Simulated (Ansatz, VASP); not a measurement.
# KF: VASP beside Ansatz

File POSCAR:

```
KF
1.0
    0.0000000000      2.7537050000      2.7136025000
    2.7537050000      0.0000000000      2.7136025000
    2.7537050000      2.7537050000      0.0000000000
K F
1 1
Direct
    0.0000000000      0.0000000000      0.0000000000
    0.5000000000      0.5000000000      0.5000000000
```

The input INCAR.step1:

```
SYSTEM = KF
ALGO     = Normal         ! electronic algorithm
EDIFF    = 1E-4           ! SCF threshold, eV
ENCUT    = 520            ! plane-wave cutoff, eV
GGA      = PE             ! functional
ISMEAR   = 0              ! smearing method
LASPH    = .TRUE.         ! aspherical terms in the spheres
LCHARG   = .FALSE.        ! write CHGCAR
LREAL    = .FALSE.        ! projectors in reciprocal space
LWAVE    = .TRUE.         ! write WAVECAR
NBANDS   = 15             ! bands
NELM     = 80             ! most SCF steps
PREC     = Accurate       ! precision mode
SIGMA    = 0.05           ! smearing width, eV
```

The input INCAR.step2:

```
SYSTEM = KF
ALGO     = Normal         ! electronic algorithm
EDIFF    = 1E-6           ! SCF threshold, eV
ENCUT    = 520            ! plane-wave cutoff, eV
ISIF     = 2              ! what is computed and relaxed
ISMEAR   = 0              ! smearing method
ISTART   = 1            
LASPH    = .TRUE.         ! aspherical terms in the spheres
LCHARG   = .TRUE.         ! write CHGCAR
LELF     = .TRUE.         ! ELF
LMIXTAU  = .TRUE.       
LREAL    = .FALSE.        ! projectors in reciprocal space
LVHAR    = .TRUE.       
LWAVE    = .FALSE.        ! write WAVECAR
METAGGA  = R2SCAN         ! meta-GGA
NBANDS   = 15             ! bands
NELM     = 80             ! most SCF steps
PREC     = Accurate       ! precision mode
SIGMA    = 0.05           ! smearing width, eV
```

KPOINTS

```
k-points
0
G
  8 8 8
  0 0 0
```

Input for Ansatz:

```yaml
crystal:
  lattice:
    - [0.0, 2.753705, 2.7136025]
    - [2.753705, 0.0, 2.7136025]
    - [2.753705, 2.753705, 0.0]
  atoms:
    - { symbol: K, position: [0.0, 0.0, 0.0] }
    - { symbol: F, position: [0.5, 0.5, 0.5] }
basis:
  ecutwfc: 500
kpoints:
  mp_grid: { grid: [8, 8, 8] }
hamiltonian:
  xc: r2scan
scf:
  occupations: { method: gaussian, width: 0.05 }
output:
  forces: true
  stress: true
  eigenvalues: true
  write_density: true
  write_potential: true
  elf: true
  volumetric_format: npy
```

Change from the starting cell: strain +0.030 along x and y, +0.015 along z, atoms carried along.

Alike in both runs: task single point; functional r2SCAN; k mesh 8 × 8 × 8; occupations gaussian, width 0.05 eV; no spin polarisation.

```csv
,VASP,Ansatz
version,VASP 6.6.1,Ansatz 0.2.0
potentials or method,"VASP PAW PBE potentials, release 64 (K_sv, F), cutoff 520 eV","scalar-relativistic, plane waves, PAW"
valence electrons in the cell,16,16
```

|  | VASP | Ansatz | Ansatz less VASP |
| --- | --- | --- | --- |
| gap on the k mesh at the Fermi level (eV) | 6.43 | 6.43 | +0.001 |
| least direct gap on the mesh (eV) | 6.43 | 6.43 | +0.001 |
| pressure (GPa) | -2.6 | -2.5 | +0.06 |
| traceless stress, the component that is largest in VASP (GPa) | 0.37 | 0.36 | -0.012 |

VASP's potentials were made for PBE, not for r2SCAN. With one functional, cell and mesh, what is left measures potentials, basis and numerics.
